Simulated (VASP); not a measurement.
Here is a VASP 6.6.1 calculation.

Contents of POSCAR:

```
Si
1.0
    3.9037903638      0.0000000000      0.0000000000
   -1.9518951819      3.3187215334      0.0000000000
    0.0000000000      0.0000000000      6.3412168871
Si
4
Direct
    0.3324867256      0.6649734512     -0.0000249557
    0.6675132744      0.3350265488      0.4999750443
    0.3324867256      0.6649734512      0.3750249557
    0.6675132744      0.3350265488      0.8750249557
```

File INCAR.step1:

```
  ALGO = Normal
  EDIFF = 1E-4
  ENCUT = 520
  GGA = PE
  ISMEAR = 0
  LASPH = T
  LCHARG = F
  LREAL = F
  LWAVE = T
  NBANDS = 16
  NELM = 60
  PREC = Accurate
  SIGMA = 0.01
```

File INCAR.step2:

```
  ALGO = Normal
  EDIFF = 1E-6
  ENCUT = 520
  ISIF = 2
  ISMEAR = 0
  ISTART = 1
  LASPH = T
  LCHARG = F
  LMIXTAU = T
  LREAL = F
  LWAVE = F
  METAGGA = R2SCAN
  NBANDS = 16
  NELM = 60
  PREC = Accurate
  SIGMA = 0.01
```

The input KPOINTS:

```
k-points
0
Gamma
  12 12 4
```

Potentials or basis: VASP PAW PBE potentials, release 64 (Si).

Launch:

```bash
$ cat potpaw_PBE.64/Si/POTCAR > POTCAR
$ cp INCAR.step1 INCAR
$ mpirun -np 1 vasp_std > vasp.out
$ cp INCAR.step2 INCAR
$ mpirun -np 1 vasp_std > vasp.out
```

**Question.** Predict the band gap on the k mesh.

**Answer.** 0.40 eV (least direct gap 1.13 eV).

**Question.** Estimate the pressure.

**Answer.** -1.9 GPa.

Stress tensor (GPa, compression positive):
```
-3.78  0.00  0.00
 0.00 -1.15  0.00
 0.00  0.00 -0.86
```

Caveat: the cell differs from its parent crystal (uniaxial x strain +1.9%); the PAW data sets were made with another functional, which shifts forces and pressure a little. A k mesh can miss the band edges.
